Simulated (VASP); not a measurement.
# AlGa3P4 (P-4m2) in VASP: notebook, part 2 of 2

VASP 6.6.1. The steps go on from the part before.

## 3. Single point, PBE

This run uses another cell than the first one, of 20.88 Å³/atom.

INCAR reads:

```
PREC = Accurate
ENCUT = 520
EDIFF = 1E-6
ISMEAR = 0
SIGMA = 0.02
LREAL = False
LASPH = True
NELM = 100
ALGO = Normal
ISIF = 2
LWAVE = False
LCHARG = True
GGA = PE
LELF = True
LVHAR = True
NBANDS = 41
```

KPOINTS reads:

```
regular mesh
0
Gamma
  8 8 4
```

POSCAR reads:

```
AlGa3P4
1.0
    3.8955584810      0.0000000000      0.0000000000
    0.0000000000      3.8955584810      0.0000000000
    0.0000000000      0.0000000000     11.0071305224
Al Ga P
1 3 4
Direct
    0.5000000000      0.5000000000      0.0000000000
    0.0000000000      0.0000000000      0.7499747829
    0.5000000000      0.5000000000      0.5000000000
    0.0000000000      0.0000000000      0.2500252171
    0.5000000000      0.0000000000      0.3750502405
    0.0000000000      0.5000000000      0.1244388957
    0.5000000000      0.0000000000      0.8755611043
    0.0000000000      0.5000000000      0.6249497595
```

Potentials or basis: VASP PAW PBE potentials, release 64 (Al, Ga_d, P).

Launch:

```sh
$ cat potpaw_PBE.64/Al/POTCAR potpaw_PBE.64/Ga_d/POTCAR potpaw_PBE.64/P/POTCAR > POTCAR
$ mpirun -np 1 vasp_std > vasp.out
```

OUTCAR:

```text
PREC = Accurate
   ENCUT = 520
   EDIFF = 1E-6
   ISMEAR = 0
   LREAL = False
   LASPH = True
   NELM = 100
   ISIF = 2
   GGA = PE

 ion  position               nearest neighbor table
   1  0.500  0.500  0.000-   6 2.38   7 2.38   7 2.38   6 2.38
   2  0.000  0.000  0.750-   8 2.38   8 2.38   7 2.39   7 2.39
   3  0.500  0.500  0.500-   5 2.38   8 2.38   5 2.38   8 2.38
   4  0.000  0.000  0.250-   5 2.38   5 2.38   6 2.39   6 2.39
   5  0.500  0.000  0.375-   3 2.38   3 2.38   4 2.38   4 2.38
   6  0.000  0.500  0.124-   1 2.38   1 2.38   4 2.39   4 2.39
   7  0.500  0.000  0.876-   1 2.38   1 2.38   2 2.39   2 2.39
   8  0.000  0.500  0.625-   3 2.38   3 2.38   2 2.38   2 2.38

  LATTYP: Found a simple tetragonal cell.
 ALAT       =     3.8955584810
 C/A-ratio  =     2.8255590504

  Lattice vectors:

 A1 = (   3.8955584810,   0.0000000000,   0.0000000000)
 A2 = (   0.0000000000,   3.8955584810,   0.0000000000)
 A3 = (   0.0000000000,   0.0000000000,  11.0071305224)

[... 191 lines left out ...]
 fundamental gap:      1.6152376290
 Fermi energy:         4.4428575253

 k-point     1 :       0.0000    0.0000    0.0000
  band No.  band energies     occupation
      1     -10.1480      2.00000
      2     -10.1210      2.00000
      3     -10.0722      2.00000
      4     -10.0494      2.00000
      5     -10.0494      2.00000
      6     -10.0356      2.00000
[... 1045 lines left out ...]
     40       9.7025      0.00000
     41       9.7951      0.00000

 [... further k-points ...]

------------------------ aborting loop because EDIFF is reached ----------------------------------------

  FORCE on cell =-STRESS in cart. coord.  units (eV):
  Direction    XX          YY          ZZ          XY          YZ          ZX
  --------------------------------------------------------------------------------------
  -------------------------------------------------------------------------------------
  Total       -0.0462298     -0.0462298     -0.0377693      0.0000000     -0.0000000      0.0000000
  in kB       -0.4434234     -0.4434234     -0.3622730      0.0000000     -0.0000000      0.0000000
  external PRESSURE =      -0.4163733 kB  Pullay stress =       0.0000000 kB

 VOLUME and BASIS-vectors are now :
 -----------------------------------------------------------------------------
  energy-cutoff  :      520.00
  volume of cell :      167.04
      direct lattice vectors                 reciprocal lattice vectors
     3.895558481  0.000000000  0.000000000     0.256702602  0.000000000  0.000000000
     0.000000000  3.895558481  0.000000000     0.000000000  0.256702602  0.000000000
     0.000000000  0.000000000 11.007130522     0.000000000  0.000000000  0.090850199

 POSITION                                       TOTAL-FORCE (eV/Angst)
 -----------------------------------------------------------------------------------
      1.94778      1.94778      0.00000        -0.000000     -0.000000      0.000000
      0.00000      0.00000      8.25507         0.000000      0.000000      0.001111
      1.94778      1.94778      5.50357        -0.000000      0.000000      0.000000
      0.00000      0.00000      2.75206        -0.000000     -0.000000     -0.001111
      1.94778      0.00000      4.12823        -0.000000     -0.000000     -0.000460
      0.00000      1.94778      1.36972        -0.000000     -0.000000     -0.003670
      1.94778      0.00000      9.63742        -0.000000     -0.000000      0.003670
      0.00000      1.94778      6.87890        -0.000000     -0.000000      0.000460
 -----------------------------------------------------------------------------------
    total drift:                                0.000000      0.000000      0.000000

  FREE ENERGIE OF THE ION-ELECTRON SYSTEM (eV)
  ---------------------------------------------------
  free  energy   TOTEN  =       -37.7462093431 eV

  energy  without entropy=      -37.7462093431  energy(sigma->0) =      -37.74620934
```

stdout:

```text
POSCAR found type information on POSCAR AlGaP
 POSCAR found :  3 types and       8 ions
 scaLAPACK will be used
 LDA part: xc-table for (Slater+PW92), standard interpolation
 POSCAR, INCAR and KPOINTS ok, starting setup
 FFT: planning ... GRIDC
 FFT: planning ... GRID_SOFT
 FFT: planning ... GRID
 WAVECAR not read
 entering main loop
```

Wall time 2.5 min (1 thread of Intel Xeon 6975P-C (Granite Rapids), shared host); peak memory 0.41 GiB.

Results:

```yaml
Free_energy: -37.7462 eV
Pressure: 0.0 GPa
Largest_force: 0.004 eV/Å
Band_gap_on_the_k_mesh: 1.62 eV (least direct gap 1.69 eV)
```

Forces on the atoms (eV/Å):
```
Al   0.000  0.000  0.000
Ga   0.000  0.000  0.001
Ga   0.000  0.000  0.000
Ga   0.000  0.000 -0.001
P    0.000  0.000  0.000
P    0.000  0.000 -0.004
P    0.000  0.000  0.004
P    0.000  0.000  0.000
```

A k mesh can miss the band edges.
